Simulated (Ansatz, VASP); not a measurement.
# Sb in VASP and in Ansatz

INCAR

```
SYSTEM = Sb
PREC = Accurate
ENCUT = 500
EDIFF = 1E-6
ISMEAR = -1
SIGMA = 0.05
LREAL = .False.
LASPH = .True.
NELM = 120
ALGO = Normal
ISIF = 2
LWAVE = .False.
LCHARG = .False.
GGA = CA
NBANDS = 22
GGA_COMPAT = .False.
```

KPOINTS

```
Automatic mesh
0
Gamma
  8 8 8
  0 0 0
```

Contents of POSCAR:

```
Sb
1.0
    2.1397418462      1.2353805309      3.7327777635
   -2.1397418462      1.2353805309      3.7327777635
    0.0000000000     -2.4707610619      3.7327777635
Sb
2
Direct
    0.7665100000      0.7665100000      0.7665100000
    0.2334900000      0.2334900000      0.2334900000
```

Contents of input.yaml:

```yaml
crystal:
  lattice:
    - [2.1397418462, 1.2353805309, 3.7327777635]
    - [-2.1397418462, 1.2353805309, 3.7327777635]
    - [0.0, -2.4707610619, 3.7327777635]
  atoms:
    - { symbol: Sb, position: [0.76651, 0.76651, 0.76651] }
    - { symbol: Sb, position: [0.23349, 0.23349, 0.23349] }
hamiltonian:
  xc: lda
  pseudopotentials: { kind: paw }
kpoints:
  mp_grid: { grid: [8, 8, 8] }
scf:
  occupations: { method: fermi_dirac, width: 0.05 }
output:
  forces: true
  stress: true
  eigenvalues: true
```

Alike in both runs: task single point; functional LDA; k mesh 8 × 8 × 8; occupations fermi-dirac, width 0.05 eV; no spin polarisation.

|  | VASP | Ansatz |
| --- | --- | --- |
| version | VASP 6.6.1 | Ansatz 0.2.0 |
| potentials or method | VASP PAW LDA potentials, release 64 (Sb_d_GW) | Ansatz PAW |
| plane-wave cutoff (eV) | 500 | 420 |
| valence electrons in the cell | 30 | 30 |

|  | VASP | Ansatz | Ansatz less VASP |
| --- | --- | --- | --- |
| gap on the k mesh at the Fermi level (eV) | none | none | - |
| pressure (GPa) | -0.1 | 0.0 | +0.04 |
| traceless stress, the component that is largest in VASP (GPa) | -0.47 | -0.45 | +0.020 |
| rms of the force components (eV/Å) | 0.073 | 0.066 | -0.0069 |

LDA's correlation is that of Perdew and Zunger in VASP and of Perdew and Wang (1992) in Ansatz. Atom by atom the forces differ by 0.007 eV/Å (rms over components). A gap of «none» marks a metal or a gap that the smearing closes.

Spin-orbit coupling is off throughout.
